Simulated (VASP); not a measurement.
Wanted: the native input for a VASP 6.6.1 run.

| Quantity | Value |
| --- | --- |
| Task | single point |
| Functional | PBE |
| Potentials or basis | VASP PAW PBE potentials, release 64 (Be, Li_sv) |
| Cutoff | 520 eV |
| k mesh | 5 × 5 × 3 |
| Occupations | fermi-dirac, width 0.05 eV |
| Spin | no spin polarisation |
| Dipole correction | no |
| Further INCAR settings | LREAL = Auto; ALGO = Normal; EDIFF = 1e-06; NBANDS = 32 |

The structure of LiBe16 (a cell with a defect) lies in POSCAR:

```
LiBe16
1.0
   -2.2900000000     -3.9663960000      0.0000000000
    3.4350000000     -1.9831980000      0.0000000000
    0.0000000000      0.0000000000      7.1768600000
Be Li
16 1
Direct
    0.7489931083      0.5030076326     -0.0096809747
    0.4893552955      0.3363623367      0.2172762183
    0.7127665110      0.3124190131      0.4545921197
    0.5006271476      0.3576876763      0.7252923981
    0.4976666467      0.0020124078      0.0008921729
    0.2504254442      0.8405290443      0.2454743439
    0.4914650784     -0.0695079972      0.5158963669
    0.2450038456      0.8455175564      0.7598745134
    0.2534408471      0.5064508122     -0.0111428954
    0.0062324972      0.3616539792      0.2377419930
    0.3108700637      0.4949698532      0.4668538887
    0.0011980047      0.3286344777      0.7575464758
    0.0013172236      0.0076539860      0.0066494261
    0.7483582357      0.8636015603      0.2604728252
    0.0772284310      0.0927534518      0.4955550199
    0.7406147629      0.8720150821      0.7744014792
   -0.0752994105      0.6735884570      0.5398491820
```

One way to write it, as run:

INCAR

```
PREC = Accurate ; ENCUT = 520
EDIFF = 1E-6 ; ISMEAR = -1
SIGMA = 0.05 ; LREAL = Auto
LASPH = T ; NELM = 60
ALGO = Normal ; ISIF = 2
LWAVE = F ; LCHARG = F
GGA = PE ; NBANDS = 32
```

KPOINTS

```
regular mesh
0
Gamma
  5 5 3
```

Potentials or basis: VASP PAW PBE potentials, release 64 (Be, Li_sv).

Launch:

```console
$ cat potpaw_PBE.64/Be/POTCAR potpaw_PBE.64/Li_sv/POTCAR > POTCAR
$ mpirun -np 1 vasp_std > vasp.out
```

Results of the run:

```json
{
 "Largest force": "0.364 eV/Å",
 "Band gap on the k mesh": "zero (an odd number of electrons rules out a gap without spin polarisation)"
}
```

It took 5.2 min on 1 thread of Oxide Virtual Turin-like Processor, on a shared host, peak memory 0.23 GiB.
